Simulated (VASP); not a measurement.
**CdS3: single point with PBE**

Crystal: CdS3.

```
Cd S
1.0
     6.93562    0.00000    0.00000
    -3.46781    6.00642    0.00000
     0.00000    0.00000    6.73007
Cd S
2 6
Direct
  0.33333 0.66667 0.75000
  0.66667 0.33333 0.25000
  0.23256 0.46512 0.25000
  0.53488 0.76744 0.25000
  0.23256 0.76744 0.25000
  0.76744 0.53488 0.75000
  0.46512 0.23256 0.75000
  0.76744 0.23256 0.75000
```

```
Program                : VASP 6.6.1
Task                   : single point
Functional             : PBE
Potentials or basis    : VASP PAW PBE potentials, release 64 (Cd, S)
Cutoff                 : 500 eV
k mesh                 : 6 × 6 × 4
Occupations            : gaussian, width 0.02 eV
Spin                   : no spin polarisation
Dipole correction      : no
Further INCAR settings : ALGO = Normal; EDIFF = 1e-06; NBANDS = 40
```

```
Pressure               : -0.3 GPa
Largest force          : 0.208 eV/Å
Band gap on the k mesh : 0.95 eV, indirect (least direct gap 1.38 eV)
```

Forces on the atoms (eV/Å):
```
Cd   0.000  0.000  0.000
Cd   0.000  0.000  0.000
S    0.000  0.208  0.000
S   -0.180 -0.104  0.000
S    0.180 -0.104  0.000
S    0.000 -0.208  0.000
S    0.180  0.104  0.000
S   -0.180  0.104  0.000
```

Stress tensor (GPa, compression positive):
```
-0.42  0.00  0.00
 0.00 -0.42  0.00
 0.00  0.00  0.03
```

Levels at points of the mesh, in eV from the valence-band top:
| k point | band 26 | band 27 | band 28 | band 29 | band 30 | band 31 | band 32 | band 33 | band 34 | band 35 |
| --- | --- | --- | --- | --- | --- | --- | --- | --- | --- | --- |
| (0.00, 0.00, 0.00) | -0.89 | -0.84 | -0.84 | -0.75 | -0.70 | 1.23 | 1.55 | 2.06 | 2.06 | 2.36 |
| (0.50, 0.00, 0.00) | -1.12 | -0.98 | -0.94 | -0.59 | -0.58 | 0.95 | 0.97 | 1.99 | 2.23 | 2.29 |
| (0.00, 0.00, 0.50) | -0.92 | -0.92 | -0.92 | 0.00 | 0.00 | 1.39 | 1.39 | 2.27 | 2.27 | 2.27 |
| (0.50, 0.00, 0.50) | -1.02 | -1.01 | -1.01 | -0.28 | -0.28 | 1.11 | 1.11 | 2.18 | 2.18 | 2.57 |

It took 2.4 min on 1 thread of Intel(R) Xeon(R) 6975P-C (Granite Rapids) (shared host), peak memory 0.46 GiB.

A k mesh can miss the band edges. A hybrid or GW would open this gap; PBE tends to underestimate it.
